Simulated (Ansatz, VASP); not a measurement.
InP in VASP and in Ansatz

Contents of INCAR:

```
  PREC = Accurate
  ENCUT = 500
  EDIFF = 1E-6
  ISMEAR = 0
  SIGMA = 0.01
  LREAL = F
  LASPH = T
  NELM = 120
  ALGO = Normal
  ISIF = 2
  LWAVE = F
  LCHARG = F
  GGA = PE
  NBANDS = 16
  GGA_COMPAT = F
```

KPOINTS

```
regular mesh
0
Gamma
  4 4 4
```

POSCAR

```
InP
1.0
    0.0000000000      2.9670733100      2.9670733100
    2.9670733100      0.0000000000      2.9670733100
    2.9670733100      2.9670733100      0.0000000000
In P
1 1
Direct
    0.0000000000      0.0000000000      0.0000000000
    0.2500000000      0.2500000000      0.2500000000
```

Input for Ansatz:

```yaml
crystal:
  lattice:
    - [0.0, 2.96707331, 2.96707331]
    - [2.96707331, 0.0, 2.96707331]
    - [2.96707331, 2.96707331, 0.0]
  atoms:
    - { symbol: In, position: [0.0, 0.0, 0.0] }
    - { symbol: P, position: [0.25, 0.25, 0.25] }
basis:
  precision: f64
  xc_grid: 2
  ecutwfc: 700
  ecutrho_ratio: 4
kpoints:
  mp_grid: { grid: [4, 4, 4], shift: [0, 0, 0] }
hamiltonian:
  xc: pbe
  dispersion: none
  pseudopotentials:
    kind: paw
    azcp:
      In: "pseudopotentials/In.paw.azcp"
      P: "pseudopotentials/P.paw.azcp"
magnetization:
  spin_polarized: false
scf:
  lower_state_search: "off"
  max_iter: 200
  occupations: { method: fixed }
  convergence: { dr2_threshold: "1e-10 eV" }
output:
  forces: true
  stress: true
  eigenvalues: true
```

Alike in both runs: task single point; functional PBE; k mesh 4 × 4 × 4; no spin polarisation.

|  | VASP | Ansatz |
| --- | --- | --- |
| version | VASP 6.6.1 | Ansatz 0.2.0-dev |
| potentials or method | VASP PAW PBE potentials, release 64 (In_d, P), cutoff 500 eV | hard PAW set made for 700 eV |
| occupations | gaussian, width 0.01 eV | fixed |

VASP gave:

- gap on the k mesh at the Fermi level (eV): 0.49

Task: Estimate Ansatz's values.

Result: gap on the k mesh at the Fermi level (eV): 0.50.

The k mesh is coarse, so the values compare programs but aren't converged.
